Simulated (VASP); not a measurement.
Here is a VASP 6.6.1 calculation.

INCAR

```
PREC     = Accurate       # precision mode
ENCUT    = 840            # plane-wave cutoff, eV
EDIFF    = 1E-6           # SCF threshold, eV
ISMEAR   = 0              # smearing method
SIGMA    = 0.05           # smearing width, eV
LREAL    = F              # projectors in reciprocal space
LASPH    = T              # aspherical terms in the spheres
NELM     = 120            # most SCF steps
ALGO     = Normal         # electronic algorithm
ISIF     = 2              # what is computed and relaxed
LWAVE    = F              # write WAVECAR
LCHARG   = T              # write CHGCAR
LELF     = T              # ELF
LVHAR    = T            
NBANDS   = 60             # bands
GGA_COMPAT= F
```

KPOINTS

```
regular mesh
0
Gamma
  9 9 2
```

Contents of POSCAR:

```
MgO
1.0
    2.1351500000     -2.1351500000      0.0000000000
    2.1351500000      0.0000000000     -2.1351500000
    8.3673949192      8.3673949192      8.3673949192
Mg O
6 6
Direct
    0.6666666667      0.6666666667      0.0425291667
    0.0000000000      0.0000000000      0.8931125006
    0.3333333333      0.3333333333      0.2126458335
    0.6666666667      0.6666666667      0.5528791671
    0.0000000000      0.0000000000      0.3827625003
    0.3333333333      0.3333333333      0.7229958338
    0.6666666667      0.6666666667      0.2977041669
    0.0000000000      0.0000000000      0.1275875001
    0.3333333333      0.3333333333      0.4678208337
    0.6666666667      0.6666666667      0.8080541672
    1.0000000000      1.0000000000      0.6379375004
    0.3333333333      0.3333333333      0.9781708340
```

Potentials or basis: VASP PAW LDA potentials, release 64 (Mg_sv, O).

Run with:

```sh
$ cat potpaw_LDA.64/Mg_sv/POTCAR potpaw_LDA.64/O/POTCAR > POTCAR
$ mpirun -np 1 vasp_std > vasp.out
```

Q: What does it give for the band gap on the k mesh?

A: 3.67 eV.

Q: Predict the pressure.

A: -7.6 GPa.

Forces on the atoms (eV/Å):
```
Mg   1.815  1.815  1.815
Mg  -0.565 -0.565 -0.565
Mg  -0.155 -0.155 -0.155
Mg  -0.163 -0.163 -0.163
Mg  -0.163 -0.163 -0.163
Mg  -0.161 -0.161 -0.161
O    0.163  0.163  0.163
O    0.257  0.257  0.257
O    0.163  0.163  0.163
O    0.151  0.151  0.151
O    0.163  0.163  0.163
O   -1.504 -1.504 -1.504
```

Caveat: the cell differs from its parent crystal (the distance across one plane changed); the cell stands under tension; forces of over 1 eV/Å act on the atoms, so gaps and moduli don't describe the material at rest. A k mesh can miss the band edges.
